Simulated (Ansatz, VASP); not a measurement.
# One calculation of KF, two programs

```
CELL_PARAMETERS angstrom
0.05610 2.63734 2.63734
2.63734 0.05610 2.63734
2.63734 2.63734 0.05610
ATOMIC_POSITIONS crystal
K 0.00000 0.00000 0.00000
F 0.50000 0.50000 0.50000
```

Alike in both runs: task single point; functional LDA; k mesh 8 × 8 × 8; occupations gaussian, width 0.05 eV; no spin polarisation.

```csv
,VASP,Ansatz
version,VASP 6.6.1,Ansatz 0.2.0
potentials or method,"VASP PAW LDA potentials, release 64 (K_sv, F), cutoff 520 eV","scalar-relativistic, plane waves, PAW"
valence electrons in the cell,16,16
```

```tsv
	VASP	Ansatz	Ansatz less VASP
gap on the k mesh at the Fermi level (eV)	6.15	6.17	+0.018
least direct gap on the mesh (eV)	6.15	6.17	+0.018
pressure (GPa)	-1.1	-1.3	-0.18
traceless stress, the component that is largest in VASP (GPa)	-0.32	-0.33	-0.005
```

LDA's correlation is that of Perdew and Zunger in VASP and of Perdew and Wang (1992) in Ansatz.
